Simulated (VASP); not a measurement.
# N: single point with PBE-based screened hybrid with 15 % exact exchange

Crystal: N.

```
CELL_PARAMETERS angstrom
4.16723 0.00000 0.00000
-2.08362 3.60893 0.00000
0.00000 0.00000 7.00600
ATOMIC_POSITIONS crystal
N 0.66667 0.33333 0.67107
N 0.66667 0.33333 0.82893
N 0.33333 0.66667 0.17107
N 0.33333 0.66667 0.32893
```

```
Program             : VASP 6.6.1
Task                : single point
Functional          : PBE-based screened hybrid with 15 % exact exchange
Potentials or basis : VASP PAW PBE potentials, release 64 (N_h)
Cutoff              : 1000 eV
k mesh              : 4 × 4 × 2
Occupations         : fermi-dirac, width 0.05 eV
Spin                : no spin polarisation
```

```
Pressure               : -1.6 GPa
Largest force          : 1.675 eV/Å
Band gap on the k mesh : 8.56 eV (least direct gap 8.78 eV)
```

Forces in eV/Å, atoms in the order of the input:
```
N    0.000  0.000  1.675
N    0.000  0.000 -1.675
N    0.000  0.000  1.675
N    0.000  0.000 -1.675
```

Stress tensor (GPa, compression positive):
```
 0.20  0.00  0.00
 0.00  0.20  0.00
 0.00  0.00 -5.31
```

Levels at points of the mesh, in eV from the valence-band top:
```
           k point  band 8  band 9  band 10  band 11  band 12  band 13
(0.00, 0.00, 0.00)   -1.36   -1.10     0.00     9.30     9.30     9.82
(0.50, 0.00, 0.00)   -1.39   -0.55    -0.21     8.57     8.98     9.37
(0.00, 0.00, 0.50)   -1.41   -0.50    -0.50     9.55     9.55     9.55
(0.50, 0.00, 0.50)   -1.48   -0.43    -0.43     8.96     8.96     9.43
```

Run time: 22 min on 1 thread of Intel(R) Xeon(R) Platinum 8259CL CPU @ 2.50GHz (Skylake/Cascade Lake), on a shared host, peak memory 0.54 GiB.

Caveat: the k points lie up to 0.45 Å⁻¹ apart; this functional lacks dispersion, which holds the molecules together, so the pressure and a relaxed volume are unreliable; the PAW data sets were made with another functional, which shifts forces and pressure a little. A k mesh can miss the band edges.
